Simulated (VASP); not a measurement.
# GaCo (Pm-3m) in VASP: further runs, part 2 of 2

VASP 6.6.1. Earlier steps stand in the parts before.

## Step 3: Single point, PBE, collinear spin, ferromagnetic start

INCAR

```
SYSTEM = GaCo
ALGO = Normal
EDIFF = 1E-6
ENCUT = 520
GGA = PE
ISIF = 2
ISMEAR = -1
ISPIN = 2
LASPH = .True.
LCHARG = .False.
LMAXMIX = 4
LORBIT = 11
LREAL = .False.
LWAVE = .False.
MAGMOM = 0 0 3 3
NBANDS = 34
NELM = 150
PREC = Accurate
SIGMA = 0.05
```

KPOINTS

```
k-points
0
Gamma
  6 9 6
  0 0 0
```

POSCAR

```
GaCo
1.0
   -2.8831000000      0.0000000000     -2.8831000000
    0.0000000000     -2.8831000000      0.0000000000
   -2.8831000000      0.0000000000      2.8831000000
Ga Co
2 2
Direct
    0.0000000000      0.5000000000      0.5000000000
    0.5000000000      0.5000000000      0.0000000000
    0.0000000000      0.0000000000      0.0000000000
    0.5000000000      0.0000000000      0.5000000000
```

Potentials or basis: VASP PAW PBE potentials, release 64 (Ga_d, Co).

On the command line:

```
> cat potpaw_PBE.64/Ga_d/POTCAR potpaw_PBE.64/Co/POTCAR > POTCAR
> mpirun -np 1 vasp_std > vasp.out
```

OUTCAR:

```text
SYSTEM = GaCo
   EDIFF = 1E-6
   ENCUT = 520
   GGA = PE
   ISIF = 2
   ISMEAR = -1
   ISPIN = 2
   LASPH = .True.
   LORBIT = 11
   LREAL = .False.
   NELM = 150
   PREC = Accurate

 ion  position               nearest neighbor table
   1  0.000  0.500  0.500-   3 2.50   4 2.50   3 2.50   3 2.50   4 2.50   3 2.50   4 2.50   4 2.50
                             2 2.88   2 2.88   2 2.88   2 2.88
   2  0.500  0.500  0.000-   3 2.50   4 2.50   4 2.50   3 2.50   4 2.50   4 2.50   3 2.50   3 2.50
                             1 2.88   1 2.88   1 2.88   1 2.88
   3  0.000  0.000  0.000-   1 2.50   2 2.50   1 2.50   1 2.50   2 2.50   1 2.50   2 2.50   2 2.50
                             4 2.88   4 2.88   4 2.88   4 2.88
   4  0.500  0.000  0.500-   1 2.50   2 2.50   2 2.50   1 2.50   2 2.50   2 2.50   1 2.50   1 2.50
                             3 2.88   3 2.88   3 2.88   3 2.88

  LATTYP: Found a simple tetragonal cell.
 ALAT       =     4.0773191217
 C/A-ratio  =     0.7071067812

  Lattice vectors:

 A1 = (   2.8831000000,   0.0000000000,   2.8831000000)
 A2 = (  -2.8831000000,   0.0000000000,   2.8831000000)
 A3 = (   0.0000000000,  -2.8831000000,   0.0000000000)

Analysis of symmetry for initial positions (statically):
=====================================================================
 Subroutine PRICEL returns following result:

  LATTYP: Found a simple cubic cell.
 ALAT       =     2.8831000000
[... 12 lines left out ...]
 Subroutine GETGRP returns: Found 16 space group operations
 (whereof 16 operations were pure point group operations)
 out of a pool of 16 trial point group operations.

The static configuration has the point symmetry D_4h.

Analysis of symmetry for dynamics (positions and initial velocities):
=====================================================================
 Subroutine PRICEL returns following result:

  LATTYP: Found a simple cubic cell.
 ALAT       =     2.8831000000
[... 12 lines left out ...]
 Subroutine GETGRP returns: Found 16 space group operations
 (whereof 16 operations were pure point group operations)
 out of a pool of 16 trial point group operations.

The dynamic configuration has the point symmetry D_4h.

Analysis of structural, dynamic, and magnetic symmetry:
=====================================================================
 Subroutine PRICEL returns following result:

  LATTYP: Found a simple cubic cell.
 ALAT       =     2.8831000000
[... 12 lines left out ...]
 Subroutine GETGRP returns: Found 16 space group operations
 (whereof 16 operations were pure point group operations)
 out of a pool of 16 trial point group operations.

The overall configuration has the point symmetry D_4h.

 Subroutine INISYM returns: Found 16 space group operations
 (whereof 16 operations are pure point group operations),
 and found     2 'primitive' translations

----------------------------------------------------------------------------------------

                                     Primitive cell

  volume of cell :      23.9651

  direct lattice vectors                    reciprocal lattice vectors
     0.000000000  0.000000000 -2.883100000     0.000000000  0.000000000 -0.346848878
     0.000000000 -2.883100000  0.000000000     0.000000000 -0.346848878  0.000000000
    -2.883100000  0.000000000  0.000000000    -0.346848878  0.000000000  0.000000000

  length of vectors
     2.883100000  2.883100000  2.883100000     0.346848878  0.346848878  0.346848878

  position of ions in fractional coordinates (direct lattice)
     0.500000000  0.500000000  0.500000000
     0.000000000  0.000000000  0.000000000

  ion indices of the primitive-cell ions
   primitive index   ion index
                 1           1
                 2           3

[... 81 lines left out ...]
   PSTRESS=    0.0 pullay stress
   NELECT =      44.0000    total number of electrons
   NUPDOWN=      -1.0000    fix difference up-down
   EMIN   =  10.00;   EMAX   =-10.00  energy-range for DOS
   EFERMI =   0.00;   METHOD = LEGACY
   ISMEAR =    -1;   SIGMA  =   0.05  broadening in eV -4-tet -1-fermi 0-gaus
   EFERMI_NEDOS =   21; number of points for ismear=-14 and -15
   IALGO  =     38    algorithm
   IMIX   =      4    mixing-type and parameters
     AMIX     =   0.40;   BMIX     =  1.00
     AMIX_MAG =   1.60;   BMIX_MAG =  1.00
  volume/ion in A,a.u.               =      11.98        80.86
  Fermi-wavevector in a.u.,A,eV,Ry     =   1.591070  3.006687 34.443210  2.531504
  Thomas-Fermi vector in A             =   2.689667
   LORBIT       =     11    0 simple, 1 ext, 2 COOP (PROOUT), +10 PAW based schemes
   GGA     = PE    functional components
   LHFCALC =     F    Hartree Fock is set to
   AEXX    =    0.0000 exact exchange contribution
   IVDW    =     0    specifies the selected vdW correction
   LEPSILON=     F    determine dielectric tensor
   LRPA    =     F    only Hartree local field effects (RPA)
 spin polarized calculation
  energy-cutoff  :      520.00
  volume of cell :       47.93
 maximum number of plane-waves:      1320
   NGX = 15   NGY = 11   NGZ = 15

 number of electron      44.0000053 magnetization       0.0055002

 number of electron      44.0000053 magnetization      -0.0013880

 Free energy of the ion-electron system (eV)
  ---------------------------------------------------
  ext. energy  EPLUGINS =         0.00000000
  ---------------------------------------------------
  free energy    TOTEN  =       -20.96461560 eV

  energy without entropy =      -20.94230712  energy(sigma->0) =      -20.95346136

 E-fermi :   9.7061     XC(G=0): -13.1592

 val. band max:        9.6781199952   @ k =   0.1667   0.0000   0.1667
 cond. band min:       9.7113611875   @ k =   0.3333   0.4444   0.0000
 fundamental gap:      0.0332411923
 Fermi energy:         9.7061217352

 spin component 1

 k-point     1 :       0.0000    0.0000    0.0000
  band No.  band energies     occupation
      1      -5.4491      1.00000
      2      -5.4485      1.00000
      3      -5.4346      1.00000
      4      -5.3040      1.00000
      5      -5.2188      1.00000
      6      -5.2188      1.00000
[... 877 lines left out ...]
     33      24.2330      0.00000
     34      25.6352      0.00000

 [... further k-points ...]

 spin component 2

 k-point     1 :       0.0000    0.0000    0.0000
  band No.  band energies     occupation
      1      -5.4491      1.00000
      2      -5.4485      1.00000
      3      -5.4346      1.00000
      4      -5.3040      1.00000
      5      -5.2188      1.00000
      6      -5.2188      1.00000
[... 877 lines left out ...]
     33      24.2330      0.00000
     34      25.6351      0.00000

 [... further k-points ...]

------------------------ aborting loop because EDIFF is reached ----------------------------------------

  FORCE on cell =-STRESS in cart. coord.  units (eV):
  Direction    XX          YY          ZZ          XY          YZ          ZX
  --------------------------------------------------------------------------------------
  -------------------------------------------------------------------------------------
  Total       -0.0290555      0.0114378     -0.0290555     -0.0000000     -0.0000000      0.0000000
  in kB       -0.9712461      0.3823364     -0.9712461     -0.0000000     -0.0000000      0.0000000
  external PRESSURE =      -0.5200520 kB  Pullay stress =       0.0000000 kB

 VOLUME and BASIS-vectors are now :
 -----------------------------------------------------------------------------
  energy-cutoff  :      520.00
  volume of cell :       47.93
      direct lattice vectors                 reciprocal lattice vectors
    -2.883100000  0.000000000 -2.883100000    -0.173424439  0.000000000 -0.173424439
     0.000000000 -2.883100000  0.000000000     0.000000000 -0.346848878  0.000000000
    -2.883100000  0.000000000  2.883100000    -0.173424439  0.000000000  0.173424439

 POSITION                                       TOTAL-FORCE (eV/Angst)
 -----------------------------------------------------------------------------------
     -1.44155     -1.44155      1.44155         0.000000     -0.000000     -0.000000
     -1.44155     -1.44155     -1.44155        -0.000000      0.000000      0.000000
      0.00000      0.00000      0.00000        -0.000000      0.000000      0.000000
     -2.88310      0.00000      0.00000         0.000000      0.000000      0.000000
 -----------------------------------------------------------------------------------
    total drift:                                0.000000     -0.000000     -0.000000

  FREE ENERGIE OF THE ION-ELECTRON SYSTEM (eV)
  ---------------------------------------------------
  free  energy   TOTEN  =       -20.9646156023 eV

  energy  without entropy=      -20.9423071169  energy(sigma->0) =      -20.95346136

 total charge

# of ion       s       p       d       tot
------------------------------------------
    1        0.846   0.881  10.050  11.778
    2        0.846   0.881  10.050  11.778
    3        0.385   0.450   7.508   8.343
    4        0.385   0.450   7.508   8.343
--------------------------------------------------
tot          2.462   2.662  35.117  40.242

 magnetization (x)

# of ion       s       p       d       tot
------------------------------------------
    1        0.000   0.000   0.000   0.000
    2        0.000   0.000   0.000   0.000
    3       -0.000   0.000  -0.001  -0.001
    4       -0.000   0.000  -0.001  -0.001
--------------------------------------------------
tot          0.000   0.000  -0.002  -0.001
```

Wall time 7 min (1 thread of Intel Xeon 8259CL, shared host); peak memory 0.26 GiB.

Results:

* Free energy: -20.9646 eV
* Pressure: -0.1 GPa
* Band gap on the k mesh: zero (filled and empty bands overlap)
* Net moment: 0.00 μB per cell
* Valence electrons inside the program's atomic spheres: Ga 11.78; Co 8.34

Levels at points of the mesh, in eV from the Fermi level:
Spin up:
| k point | band 19 | band 20 | band 21 | band 22 | band 23 | band 24 | band 25 | band 26 |
| --- | --- | --- | --- | --- | --- | --- | --- | --- |
| (0.00, 0.00, 0.00) | -1.21 | -0.72 | -0.72 | -0.72 | -0.23 | 2.24 | 3.16 | 5.20 |
| (0.50, 0.00, 0.00) | -1.27 | -1.27 | -0.97 | -0.97 | 1.47 | 1.47 | 2.91 | 2.91 |
| (0.50, 0.00, 0.50) | -1.72 | -1.72 | -0.71 | -0.71 | 0.12 | 0.12 | 10.60 | 10.60 |
Spin down:
```csv
k point,band 18,band 19,band 20,band 21,band 22,band 23,band 24,band 25,band 26,band 27
"(0.00, 0.00, 0.00)",-1.21,-1.21,-0.72,-0.72,-0.72,-0.23,2.24,3.16,5.20,5.20
"(0.50, 0.00, 0.00)",-1.73,-1.27,-1.27,-0.97,-0.97,1.47,1.47,2.91,2.91,8.46
"(0.50, 0.00, 0.50)",-1.72,-1.72,-1.72,-0.71,-0.71,0.11,0.11,10.60,10.60,10.60
```
